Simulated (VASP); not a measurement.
Al5Ru, 6 atoms in the cell. It takes space group P-6m2 (No. 187, hexagonal). Conventional cell: a = 2.983 Å, b = 2.983 Å, c = 12.504 Å, α = 90.00°, β = 90.00°, γ = 120.00°. Within 3.5 Å of Al (site symmetry 3m) lie 12 Al at 2.69 to 2.98 Å. Al (site symmetry 3m) has 9 Al at 2.69 to 2.98 Å and 3 Ru at 2.74 Å within 3.5 Å. Within 3.5 Å of Al (site symmetry -6m2) lie 12 Al at 2.69 to 2.98 Å. Ru (site symmetry -6m2) has 6 Al at 2.74 Å and 6 Ru at 2.98 Å within 3.6 Å. The cell was generated, and may not be a known phase.

- Program: VASP 6.6.1
- Task: relaxation of cell and atoms
- Functional: PBE
- Potentials or basis: VASP PAW PBE potentials, release 64 (Al, Ru_pv)
- Cutoff: 600 eV
- k mesh: 6 × 6 × 2
- Occupations: gaussian, width 0.1 eV
- Spin: no spin polarisation
- Dipole correction: no
- Further INCAR settings: ALGO = Normal; EDIFF = 1e-06; IBRION = 2; EDIFFG = -0.04; NSW = 90; ISIF = 3

Potentials or basis: VASP PAW PBE potentials, release 64 (Al, Ru_pv).

Launch:

```sh
$ cat potpaw_PBE.64/Al/POTCAR potpaw_PBE.64/Ru_pv/POTCAR > POTCAR
$ mpirun -np 1 vasp_std > vasp.out
```

Hardware: 1 thread of Intel(R) Xeon(R) Platinum 8375C CPU @ 2.90GHz (Ice Lake), on a shared host.

Problem. Estimate the wall time of this run.

Solution. It took 5.8 min on 1 thread of Intel(R) Xeon(R) Platinum 8375C CPU @ 2.90GHz (Ice Lake), with other jobs on the host, peak memory 0.25 GiB. Counts: scf iterations 122, k points 14, ion steps 13.
